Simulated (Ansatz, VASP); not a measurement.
Co in VASP and in Ansatz

```
Co
1.0
     3.63134    0.00000    0.00000
    -1.81567    3.14483    0.00000
     0.00000    0.00000    2.20672
Co
3
Direct
  0.00000 0.00000 0.00000
  0.33333 0.66667 0.50000
  0.66667 0.33333 0.50000
```

Alike in both runs: task single point; functional revPBE; k mesh 10 × 10 × 14; collinear spin.

|  | VASP | Ansatz |
| --- | --- | --- |
| version | VASP 6.6.1 | Ansatz 0.2.0 |
| potentials or method | VASP PAW PBE potentials, release 64 (Co) | PAW with Ansatz's default frozen-core files, scalar-relativistic |
| plane-wave cutoff (eV) | 520 | 420 |
| occupations | tetrahedron | tetrahedron-uncorrected |
| valence electrons in the cell | 27 | 51 |

|  | VASP | Ansatz | Ansatz less VASP |
| --- | --- | --- | --- |
| gap on the k mesh at the Fermi level (eV) | none | none | - |
| net moment per atom (μB) | 1.34 | 1.34 | +0.001 |
| size of the moment on the site where the two differ most (μB) | 1.37 | 1.44 | +0.069 |

VASP's potentials were made for PBE, not for revPBE. Site moments also hang on the region over which each program counts them. A gap of «none» marks a metal or a gap that the smearing closes. VASP's potentials hold 27 valence electrons a cell and Ansatz's 51, so a difference there can come from the potentials and not from the codes. Ansatz's warnings: band table not solved further.
